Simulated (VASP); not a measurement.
Fe, 2 atoms in the cell. It takes space group P6_3/mmc (No. 194, hexagonal). The conventional cell has a = 2.308 Å, b = 2.308 Å, c = 3.647 Å, α = 90.00°, β = 90.00°, γ = 120.00°. Within 3.0 Å of Fe (site symmetry -6m2) lie 12 Fe at 2.26 to 2.31 Å. This isn't the form of Fe at room conditions, which is bcc.

* Program: VASP 6.6.1
* Task: single point
* Functional: LDA
* Potentials or basis: VASP PAW LDA potentials, release 64 (Fe)
* Cutoff: 520 eV
* k mesh: 17 × 17 × 9
* Occupations: fermi-dirac, width 0.1 eV
* Spin: no spin polarisation
* Dipole correction: no
* Further INCAR settings: ALGO = Normal; EDIFF = 1e-06; NBANDS = 15

Potentials or basis: VASP PAW LDA potentials, release 64 (Fe).

Command:

```console
$ cat potpaw_LDA.64/Fe/POTCAR > POTCAR
$ mpirun -np 1 vasp_std > vasp.out
```

Hardware: 1 thread of Intel Xeon 8259CL, with other jobs on the host.

Q: Estimate the wall time of this run.

A: Run time: 47 s on 1 thread of Intel Xeon 8259CL (shared host), peak memory 0.14 GiB. Counts: scf iterations 11, k points 165.
